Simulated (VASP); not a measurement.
Sr:

```
Sr
1.0
     0.00000    2.98024    2.98024
     2.98024    0.00000    2.98024
     2.98024    2.98024    0.00000
Sr
1
Direct
  0.00000 0.00000 0.00000
```

Base run:

| Item | Value |
| --- | --- |
| Program | VASP 6.6.1 |
| Functional | r2SCAN |
| Potentials or basis | VASP PAW PBE potentials, release 64 (Sr_sv) |
| Cutoff | 520 eV |
| k mesh | 8 × 8 × 8 |
| Occupations | fermi-dirac, width 0.05 eV |
| Spin | no spin polarisation |

Its results: band gap on the k mesh zero (band 5 reaches 1.81 eV, above the bottom of band 6 at 1.73 eV); pressure 0.9 GPa.

Problem. The run is repeated on the same cell with these changes: functional from r2SCAN to PBEsol; further incar settings from ALGO = Normal; EDIFF = 1e-07; NBANDS = 11 to ALGO = Fast; EDIFF = 1e-06; NBANDS = 11. What comes out?

Solution. Band gap on the k mesh zero (filled and empty bands touch); pressure -0.2 GPa.

Caveats: the PAW data sets were made with another functional, which shifts forces and pressure a little.
